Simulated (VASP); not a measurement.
Write the native input for VASP 6.6.1 that does the following.

* Task: relaxation of cell and atoms
* Functional: PBE
* Potentials or basis: VASP PAW PBE potentials, release 64 (Li_sv, Tm_3, H), 4f in core
* Cutoff: 750 eV
* k mesh: 4 × 4 × 3
* Occupations: gaussian, width 0.15 eV
* Spin: no spin polarisation
* Dipole correction: no
* Further INCAR settings: ALGO = Normal; EDIFF = 1e-07; IBRION = 2; EDIFFG = -0.08; NSW = 36; ISIF = 3

The structure of LiTmH4 lies in POSCAR:

```
LiTmH4
1.0
    3.4462752000      0.0000000000      0.0000000000
    0.0000000000      3.4462752000      0.0000000000
    0.0000000000      0.0000000000      4.8796750000
Li Tm H
1 1 4
Direct
    0.0000000000      0.0000000000      0.0000000000
    0.5000000000      0.5000000000      0.5000000000
    0.5000000000      0.0000000000      0.7458124800
    0.0000000000      0.5000000000      0.2541875200
    0.5000000000      0.0000000000      0.2541875200
    0.0000000000      0.5000000000      0.7458124800
```

The cell was generated, and may not be a known phase.

One way to write it, as run:

INCAR

```
  ALGO = Normal
  EDIFF = 1E-7
  EDIFFG = -0.08
  ENCUT = 750
  GGA = PE
  GGA_COMPAT = False
  IBRION = 2
  ISIF = 3
  ISMEAR = 0
  LASPH = True
  LCHARG = False
  LMAXMIX = 6
  LREAL = False
  LWAVE = False
  NELM = 200
  NELMIN = 4
  NSW = 36
  PREC = Accurate
  SIGMA = 0.15
```

KPOINTS

```
k-points
0
Gamma
  4 4 3
```

Potentials or basis: VASP PAW PBE potentials, release 64 (Li_sv, Tm_3, H), 4f in core.

Run with:

```bash
$ cat potpaw_PBE.64/Li_sv/POTCAR potpaw_PBE.64/Tm_3/POTCAR potpaw_PBE.64/H/POTCAR > POTCAR
$ mpirun -np 1 vasp_std > vasp.out
```

It gave:

```json
{
  "Relaxed volume": "10.40 Å³/atom",
  "Relaxed cell": "a = 3.541 Å, b = 3.541 Å, c = 4.975 Å, α = 90.00°, β = 90.00°, γ = 90.00°",
  "Space group after relaxing (to 0.1 Å)": "P4/mmm (No. 123)",
  "Energy gained by relaxing": "13.3 meV/atom",
  "Ionic steps": "3",
  "Pressure after relaxing": "-0.1 GPa",
  "Largest force after relaxing": "0.039 eV/Å",
  "Band gap on the k mesh": "zero (bands 8 and 9 overlap by 0.69 eV)"
}
```

Caveat: the k points lie up to 0.44 Å⁻¹ apart in the final cell, too coarse for converged energies and pressures of a metal; spin-orbit coupling is left out, which moves the levels of the heavy elements; the 4f electrons are frozen in the core, so they carry no moment and show no levels; the relaxation stopped at a loose force limit of 0.08 eV/Å, so its end isn't a converged minimum.

Wall time 24 s on 1 thread of Intel(R) Xeon(R) 6975P-C (Granite Rapids), with other jobs on the host, peak memory 0.23 GiB.
